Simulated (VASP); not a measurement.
**TaAs: single point with LDA**

The system is TaAs.

```
Ta As
1.0
     0.00000   -3.44363    0.00000
     3.44363    0.00000    0.00000
    -1.72181    1.72181    5.86794
Ta As
2 2
Direct
  0.49997 0.99997 0.99993
  0.74997 0.74997 0.49993
  0.08263 0.58263 0.16526
  0.33263 0.33263 0.66526
```

| Quantity | Value |
| --- | --- |
| Program | VASP 6.6.1 |
| Task | single point |
| Functional | LDA |
| Potentials or basis | VASP PAW LDA potentials, release 64 (Ta_pv, As) |
| Cutoff | 520 eV |
| k mesh | 10 × 10 × 10 |
| Occupations | gaussian, width 0.05 eV |
| Spin | no spin polarisation |
| Dipole correction | no |
| Further INCAR settings | ALGO = Normal; EDIFF = 1e-06; NBANDS = 24 |

The pressure is -6.6 GPa. The largest force is 0.025 eV/Å and the band gap on the k mesh is 0.03 eV.

Forces on the atoms (eV/Å):
```
Ta   0.000  0.000  0.025
Ta   0.000  0.000  0.025
As   0.000  0.000 -0.025
As   0.000  0.000 -0.025
```

Levels at points of the mesh, in eV from the valence-band top:
```csv
k point,band 12,band 13,band 14,band 15,band 16,band 17,band 18,band 19,band 20,band 21
"(0.00, 0.00, 0.00)",-2.40,-2.28,-1.90,-1.56,-1.56,0.94,1.59,2.36,3.14,3.14
"(0.50, 0.00, 0.00)",-3.36,-2.38,-2.22,-1.53,-0.22,0.16,1.40,2.27,2.46,3.06
"(0.50, 0.50, 0.00)",-4.99,-3.12,-3.12,-1.01,-1.01,2.81,2.81,3.08,3.08,3.82
"(0.00, 0.00, 0.50)",-2.83,-2.73,-2.73,-0.82,-0.82,1.25,1.25,2.29,2.29,3.09
```

It took 69 s on 1 thread of AMD EPYC 9R45 96-Core Processor (Zen 5), on a shared host, peak memory 0.24 GiB.

Caveat: the cell stands under tension; spin-orbit coupling is left out, which moves the levels of the heavy elements. A k mesh can miss the band edges.
